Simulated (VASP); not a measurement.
# Ir in VASP: notebook

The runs below take Ir through single point, with PBE.

All numbers are computed with VASP 6.6.1; they aren't measurements. Logs are shortened: lines on timing, memory, paths and dates and some standing lists are left out, and cuts for length are marked.

## 1. The cell of the first run

It takes space group Fm-3m (No. 225, cubic). The conventional cell has a = 3.839 Å, b = 3.839 Å, c = 3.839 Å, α = 90.00°, β = 90.00°, γ = 90.00°. Ir (site symmetry m-3m) has 12 Ir at 2.71 Å within 3.6 Å.

## 2. Single point, PBE

The input, INCAR:

```
PREC     = Accurate       # precision mode
ENCUT    = 500            # plane-wave cutoff, eV
EDIFF    = 1E-6           # SCF threshold, eV
ISMEAR   = 1              # smearing method
SIGMA    = 0.2            # smearing width, eV
LREAL    = False          # projectors in reciprocal space
LASPH    = True           # aspherical terms in the spheres
NELM     = 120            # most SCF steps
ALGO     = Normal         # electronic algorithm
ISIF     = 2              # what is computed and relaxed
LWAVE    = False          # write WAVECAR
LCHARG   = False          # write CHGCAR
GGA      = PE             # functional
NBANDS   = 10             # bands
GGA_COMPAT= False
```

The input, KPOINTS:

```
Automatic mesh
0
Gamma
  18 18 18
```

The input, POSCAR:

```
Ir
1.0
    0.0000000000      1.9197000000      1.9197000000
    1.9197000000      0.0000000000      1.9197000000
    1.9197000000      1.9197000000      0.0000000000
Ir
1
Direct
    0.0000000000      0.0000000000      0.0000000000
```

Potentials or basis: VASP PAW PBE potentials, release 64 (Ir).

Started as:

```bash
cat potpaw_PBE.64/Ir/POTCAR > POTCAR
mpirun -np 1 vasp_std > vasp.out
```

OUTCAR:

```text
PREC = Accurate
   ENCUT = 500
   EDIFF = 1E-6
   ISMEAR = 1
   LREAL = False
   LASPH = True
   NELM = 120
   ISIF = 2
   GGA = PE

 ion  position               nearest neighbor table
   1  0.000  0.000  0.000-

  LATTYP: Found a face centered cubic cell.
 ALAT       =     3.8394000000

  Lattice vectors:

 A1 = (   0.0000000000,   1.9197000000,   1.9197000000)
 A2 = (   1.9197000000,   0.0000000000,   1.9197000000)
 A3 = (   1.9197000000,   1.9197000000,   0.0000000000)

Analysis of symmetry for initial positions (statically):
=====================================================================
 Subroutine PRICEL returns:
 Original cell was already a primitive cell.

 Routine SETGRP: Setting up the symmetry group for a
 face centered cubic supercell.

 Subroutine GETGRP returns: Found 48 space group operations
 (whereof 48 operations were pure point group operations)
 out of a pool of 48 trial point group operations.

The static configuration has the point symmetry O_h .

Analysis of symmetry for dynamics (positions and initial velocities):
=====================================================================
 Subroutine PRICEL returns:
 Original cell was already a primitive cell.

 Routine SETGRP: Setting up the symmetry group for a
 face centered cubic supercell.

 Subroutine GETGRP returns: Found 48 space group operations
 (whereof 48 operations were pure point group operations)
 out of a pool of 48 trial point group operations.

The dynamic configuration has the point symmetry O_h .

 Subroutine INISYM returns: Found 48 space group operations
 (whereof 48 operations are pure point group operations),
 and found     1 'primitive' translations

----------------------------------------------------------------------------------------

                                     Primitive cell

  volume of cell :      14.1491

  direct lattice vectors                    reciprocal lattice vectors
     0.000000000  1.919700000  1.919700000    -0.260457363  0.260457363  0.260457363
     1.919700000  0.000000000  1.919700000     0.260457363 -0.260457363  0.260457363
     1.919700000  1.919700000  0.000000000     0.260457363  0.260457363 -0.260457363

  length of vectors
     2.714865776  2.714865776  2.714865776     0.451125386  0.451125386  0.451125386

  position of ions in fractional coordinates (direct lattice)
     0.000000000  0.000000000  0.000000000

  ion indices of the primitive-cell ions
   primitive index   ion index
                 1           1

[... 78 lines left out ...]
   ISYM   =      2    0-nonsym 1-usesym 2-fastsym
   POTIM  = 0.5000    time-step for ionic-motion
   TEBEG  =    0.0;   TEEND  =   0.0 temperature during run
   PSTRESS=    0.0 pullay stress
   NELECT =       9.0000    total number of electrons
   NUPDOWN=      -1.0000    fix difference up-down
   EMIN   =  10.00;   EMAX   =-10.00  energy-range for DOS
   EFERMI =   0.00;   METHOD = LEGACY
   ISMEAR =     1;   SIGMA  =   0.20  broadening in eV -4-tet -1-fermi 0-gaus
   EFERMI_NEDOS =   21; number of points for ismear=-14 and -15
   IALGO  =     38    algorithm
   IMIX   =      4    mixing-type and parameters
     AMIX     =   0.40;   BMIX     =  1.00
     AMIX_MAG =   1.60;   BMIX_MAG =  1.00
  volume/ion in A,a.u.               =      14.15        95.48
  Fermi-wavevector in a.u.,A,eV,Ry     =   1.407923  2.660589 26.970118  1.982248
  Thomas-Fermi vector in A             =   2.530133
   LORBIT       =      0    0 simple, 1 ext, 2 COOP (PROOUT), +10 PAW based schemes
   GGA     = PE    functional components
   LHFCALC =     F    Hartree Fock is set to
   AEXX    =    0.0000 exact exchange contribution
   IVDW    =     0    specifies the selected vdW correction
   LEPSILON=     F    determine dielectric tensor
   LRPA    =     F    only Hartree local field effects (RPA)
 non-spin polarized calculation
 Methfessel and Paxton  Order N= 1 SIGMA  =   0.20
  energy-cutoff  :      500.00
  volume of cell :       14.15
 maximum number of plane-waves:       370
   NGX =  9   NGY =  9   NGZ =  9

 number of electron       9.0000000 magnetization

 Free energy of the ion-electron system (eV)
  ---------------------------------------------------
  ext. energy  EPLUGINS =         0.00000000
  ---------------------------------------------------
  free energy    TOTEN  =        -8.84052354 eV

  energy without entropy =       -8.83903208  energy(sigma->0) =       -8.84002639

 E-fermi :  10.4418     XC(G=0): -13.9873

 val. band max:       10.4351184706   @ k =   0.5000   0.2222   0.1111
 cond. band min:      10.4457627295   @ k =   0.3333   0.1111   0.0556
 fundamental gap:      0.0106442589
 Fermi energy:        10.4418079412

 k-point     1 :       0.0000    0.0000    0.0000
  band No.  band energies     occupation
      1      -0.7142      2.00000
      2       6.5196      2.00000
      3       6.5196      2.00000
      4       6.5196      2.00000
      5       9.2082      2.00000
      6       9.2082      2.00000
      7      24.7292      0.00000
      8      30.3153      0.00000
      9      30.3153      0.00000
     10      30.3153      0.00000
[... 287 lines left out ...]
 k-point    24 :      -0.2222    0.0556    0.0000
  band No.  band energies     occupation
      1       1.5005      2.00000
      2       5.8540      2.00000
      3       6.9754      2.00000
      4       7.0674      2.00000
      5       8.9196      2.00000
      6       9.7797      2.00003
      7      24.5721      0.00000
      8      27.3617      0.00000
      9      32.4662      0.00000
     10      33.6949      0.00000

 [... further k-points ...]

------------------------ aborting loop because EDIFF is reached ----------------------------------------

  FORCE on cell =-STRESS in cart. coord.  units (eV):
  Direction    XX          YY          ZZ          XY          YZ          ZX
  --------------------------------------------------------------------------------------
  -------------------------------------------------------------------------------------
  Total        0.8429495      0.8429495      0.8429495      0.0000000      0.0000000      0.0000000
  in kB       95.4513470     95.4513470     95.4513470      0.0000000      0.0000000      0.0000000
  external PRESSURE =      95.4513470 kB  Pullay stress =       0.0000000 kB

 VOLUME and BASIS-vectors are now :
 -----------------------------------------------------------------------------
  energy-cutoff  :      500.00
  volume of cell :       14.15
      direct lattice vectors                 reciprocal lattice vectors
     0.000000000  1.919700000  1.919700000    -0.260457363  0.260457363  0.260457363
     1.919700000  0.000000000  1.919700000     0.260457363 -0.260457363  0.260457363
     1.919700000  1.919700000  0.000000000     0.260457363  0.260457363 -0.260457363

 POSITION                                       TOTAL-FORCE (eV/Angst)
 -----------------------------------------------------------------------------------
      0.00000      0.00000      0.00000         0.000000      0.000000      0.000000
 -----------------------------------------------------------------------------------
    total drift:                                0.000000      0.000000     -0.000000

  FREE ENERGIE OF THE ION-ELECTRON SYSTEM (eV)
  ---------------------------------------------------
  free  energy   TOTEN  =        -8.8405235449 eV

  energy  without entropy=       -8.8390320763  energy(sigma->0) =       -8.84002639
```

OSZICAR:

```text
N       E                     dE             d eps       ncg     rms          rms(c)
DAV:   1     0.463537659442E+02    0.46354E+02   -0.41696E+03  3948   0.784E+02
DAV:   2    -0.852019376057E+01   -0.54874E+02   -0.52225E+02  4008   0.193E+02
DAV:   3    -0.938570550436E+01   -0.86551E+00   -0.86300E+00  4566   0.294E+01
DAV:   4    -0.939380539888E+01   -0.80999E-02   -0.80988E-02  4430   0.265E+00
DAV:   5    -0.939396283661E+01   -0.15744E-03   -0.15744E-03  4462   0.351E-01    0.152E+01
DAV:   6    -0.893315940735E+01    0.46080E+00   -0.79658E-01  4354   0.110E+01    0.628E+00
DAV:   7    -0.884665122965E+01    0.86508E-01   -0.25952E-01  4642   0.576E+00    0.148E+00
DAV:   8    -0.884291416391E+01    0.37371E-02   -0.22314E-03  4234   0.516E-01    0.887E-01
DAV:   9    -0.884051682240E+01    0.23973E-02   -0.16319E-03  4434   0.562E-01    0.135E-02
DAV:  10    -0.884052302294E+01   -0.62005E-05   -0.92442E-06  5346   0.271E-02    0.220E-02
DAV:  11    -0.884052354489E+01   -0.52195E-06   -0.58973E-07  2676   0.911E-03
   1 F= -.88405235E+01 E0= -.88400264E+01  d E =-.149147E-02
```

stdout:

```text
POSCAR found type information on POSCAR Ir
 POSCAR found :  1 types and       1 ions
 scaLAPACK will be used
 LDA part: xc-table for (Slater+PW92), standard interpolation
 POSCAR, INCAR and KPOINTS ok, starting setup
 FFT: planning ... GRIDC
 FFT: planning ... GRID_SOFT
 FFT: planning ... GRID
 WAVECAR not read
 entering main loop
```

Wall time 38 s (1 thread of Intel Xeon 8259CL, shared host); peak memory 0.15 GiB.

Results:

* Free energy: -8.8405 eV
* Pressure: 9.5 GPa

Levels at points of the mesh, in eV from the Fermi level:
```tsv
k point	band 2	band 3	band 4	band 5	band 6	band 7
(0.00, 0.00, 0.00)	-3.92	-3.92	-3.92	-1.23	-1.23	14.29
(0.50, 0.00, 0.00)	-4.03	-4.03	-0.80	0.86	0.86	7.23
(0.50, 0.50, 0.00)	-7.38	0.83	1.44	1.44	1.66	10.47
```

Caveat: spin-orbit coupling is left out, which moves the levels of the heavy elements.

## 3. Single point, PBE

The input, INCAR:

```
PREC = Accurate
ENCUT = 500
EDIFF = 1E-6
ISMEAR = -5
SIGMA = 0.1
LREAL = F
LASPH = T
NELM = 120
ALGO = Normal
ISIF = 2
LWAVE = F
LCHARG = F
GGA = PE
NBANDS = 10
GGA_COMPAT = F
```

The input, KPOINTS:

```
regular mesh
0
Gamma
  18 18 18
```

POSCAR is that of step 2.

Potentials or basis: VASP PAW PBE potentials, release 64 (Ir).

Started as:

```bash
cat potpaw_PBE.64/Ir/POTCAR > POTCAR
mpirun -np 1 vasp_std > vasp.out
```

It took 40 s on 1 thread of Intel Xeon 8259CL, shared host; peak memory 0.15 GiB.

The run converged. Its results:

```
Free energy : -8.8387 eV
Pressure    : 9.5 GPa
```

Levels at points of the mesh, in eV from the Fermi level:
| k point | band 1 | band 2 | band 3 | band 4 | band 5 | band 6 | band 7 | band 8 |
| --- | --- | --- | --- | --- | --- | --- | --- | --- |
| (0.00, 0.00, 0.00) | -11.11 | -3.88 | -3.88 | -3.88 | -1.19 | -1.19 | 14.33 | 19.92 |
| (0.50, 0.00, 0.00) | -8.09 | -3.98 | -3.98 | -0.75 | 0.90 | 0.90 | 7.27 | 13.88 |
| (0.50, 0.50, 0.00) | -7.90 | -7.33 | 0.87 | 1.48 | 1.48 | 1.71 | 10.52 | 11.72 |

Caveat: spin-orbit coupling is left out, which moves the levels of the heavy elements; tetrahedron occupations give inexact forces and stress in metals.

## 4. Single point, PBE (x and y stretched by -1.5 %, z held)

The input, INCAR:

```
SYSTEM = Ir
PREC = Accurate
ENCUT = 500
EDIFF = 1E-6
ISMEAR = -1
SIGMA = 0.05
LREAL = .FALSE.
LASPH = .TRUE.
NELM = 120
ALGO = Normal
ISIF = 2
LWAVE = .FALSE.
LCHARG = .FALSE.
GGA = PE
NBANDS = 10
GGA_COMPAT = .FALSE.
```

The input, KPOINTS:

```
regular mesh
0
G
  18 18 18
  0 0 0
```

The input, POSCAR:

```
Ir
1.0
    0.0000000000      1.8909045000      1.9197000000
    1.8909045000      0.0000000000      1.9197000000
    1.8909045000      1.8909045000      0.0000000000
Ir
1
Direct
    0.0000000000      0.0000000000      0.0000000000
```

Started as:

```bash
cat potpaw_PBE.64/Ir/POTCAR > POTCAR
mpirun -np 1 vasp_std > vasp.out
```

Wall time 80 s (1 thread of Intel Xeon 8259CL, shared host); peak memory 0.18 GiB.

Results (log left out):

| Item | Value |
| --- | --- |
| Free energy | -8.7995 eV |
| Pressure | 22.6 GPa |

Stress tensor (GPa, compression positive):
```
24.81  0.00  0.00
 0.00 24.81  0.00
 0.00  0.00 18.28
```

Levels at points of the mesh, in eV from the Fermi level:
```csv
k point,band 1,band 2,band 3,band 4,band 5,band 6,band 7,band 8
"(0.00, 0.00, 0.00)",-11.48,-4.24,-4.03,-4.03,-1.42,-1.15,14.23,19.66
"(0.50, 0.00, 0.00)",-8.46,-4.33,-4.11,-0.87,0.86,0.97,7.55,13.77
"(0.50, 0.50, 0.00)",-8.32,-7.70,0.90,1.44,1.52,1.52,10.62,12.00
"(0.50, 0.00, 0.50)",-8.30,-7.72,0.87,1.43,1.64,1.77,11.05,11.63
```

Caveat: the cell differs from its parent crystal (x and y stretched by -1.5 %, z held); spin-orbit coupling is left out, which moves the levels of the heavy elements.

## 5. Single point, PBE (z stretched by +1 % at fixed volume)

The input, INCAR:

```
SYSTEM = Ir
ALGO = Normal
EDIFF = 1E-6
ENCUT = 500
GGA = PE
GGA_COMPAT = .False.
ISIF = 2
ISMEAR = -1
LASPH = .True.
LCHARG = .True.
LELF = .True.
LREAL = .False.
LVHAR = .True.
LWAVE = .False.
NBANDS = 10
NELM = 120
PREC = Accurate
SIGMA = 0.05
```

The input, KPOINTS:

```
k-points
0
Gamma
  18 18 18
  0 0 0
```

The input, POSCAR:

```
Ir
1.0
    0.0000000000      1.9101728940      1.9388970000
    1.9101728940      0.0000000000      1.9388970000
    1.9101728940      1.9101728940      0.0000000000
Ir
1
Direct
    0.0000000000      0.0000000000      0.0000000000
```

Started as:

```bash
cat potpaw_PBE.64/Ir/POTCAR > POTCAR
mpirun -np 1 vasp_std > vasp.out
```

Run time: 86 s. Hardware: 1 thread of Intel Xeon 8259CL, shared host; peak memory 0.19 GiB.

Results (log left out):

- Free energy: -8.8418 eV
- Pressure: 9.7 GPa

Stress tensor (GPa, compression positive):
```
11.63  0.00  0.00
 0.00 11.63  0.00
 0.00  0.00  5.72
```

Levels at points of the mesh, in eV from the Fermi level:
| k point | band 1 | band 2 | band 3 | band 4 | band 5 | band 6 | band 7 | band 8 |
| --- | --- | --- | --- | --- | --- | --- | --- | --- |
| (0.00, 0.00, 0.00) | -11.15 | -4.04 | -3.85 | -3.85 | -1.36 | -1.10 | 14.30 | 19.57 |
| (0.50, 0.00, 0.00) | -8.13 | -4.12 | -3.92 | -0.79 | 0.81 | 0.92 | 7.24 | 13.83 |
| (0.50, 0.50, 0.00) | -7.96 | -7.36 | 0.85 | 1.43 | 1.43 | 1.46 | 10.21 | 11.86 |
| (0.50, 0.00, 0.50) | -7.94 | -7.37 | 0.82 | 1.35 | 1.55 | 1.77 | 10.62 | 11.50 |

Caveat: spin-orbit coupling is left out, which moves the levels of the heavy elements.

## 6. Summary

```csv
cell,smearing,gap on the mesh (eV),pressure (GPa)
"a = 2.715 Å, angles 60.0°, 1 atom",methfessel-paxton 0.2 eV,none,9.5
"a = 2.715 Å, angles 60.0°, 1 atom",tetrahedron,none,9.5
"a = 2.695, b = 2.695, c = 2.674 Å, angles 60.3, 60.3, 59.5°, 1 atom",fermi-dirac 0.05 eV,none,22.6
"a = 2.722, b = 2.722, c = 2.701 Å, angles 60.2, 60.2, 59.5°, 1 atom",fermi-dirac 0.05 eV,none,9.7
```

Alike in all rows: task single point; level PBE; potentials or basis VASP PAW PBE potentials, release 64 (Ir); no spin polarisation; k mesh 18 × 18 × 18; cutoff (eV) 500.

Caveats: spin-orbit coupling is left out, which moves the levels of the heavy elements; tetrahedron occupations give inexact forces and stress in metals (some runs).

Total energies depend on the potentials used, so only differences within one code and one set of settings carry meaning.
